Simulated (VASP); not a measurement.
Here is a VASP 6.6.1 calculation.

INCAR

```
SYSTEM = La4H
  PREC = Accurate
  ENCUT = 520
  EDIFF = 1E-6
  ISMEAR = 0
  SIGMA = 0.1
  LREAL = .FALSE.
  LASPH = .TRUE.
  NELM = 100
  ALGO = Normal
  ISIF = 2
  LWAVE = .FALSE.
  LCHARG = .FALSE.
  GGA = PE
  NBANDS = 30
```

File KPOINTS:

```
regular mesh
0
G
  10 10 6
  0 0 0
```

The input POSCAR:

```
La4H
1.0
    6.8540575000     -1.9015770000      0.0000000000
    6.8540575000      1.9015770000      0.0000000000
   -3.0404980000      0.0000000000      5.8331233000
La H
4 1
Direct
    0.1198690000      0.1198690000      0.4446220000
    0.6238120000      0.6238120000      0.9534530000
    0.8801310000      0.8801310000      0.5553780000
    0.3761880000      0.3761880000      0.0465470000
    0.0000000000      0.0000000000      0.0000000000
```

Potentials or basis: VASP PAW PBE potentials, release 64 (La, H).

Launch:

```bash
$ cat potpaw_PBE.64/La/POTCAR potpaw_PBE.64/H/POTCAR > POTCAR
$ mpirun -np 1 vasp_std > vasp.out
```

(1) Estimate the largest force.

(2) Predict the pressure.

## Answers

(1) 0.003 eV/Å.

(2) 0.1 GPa.
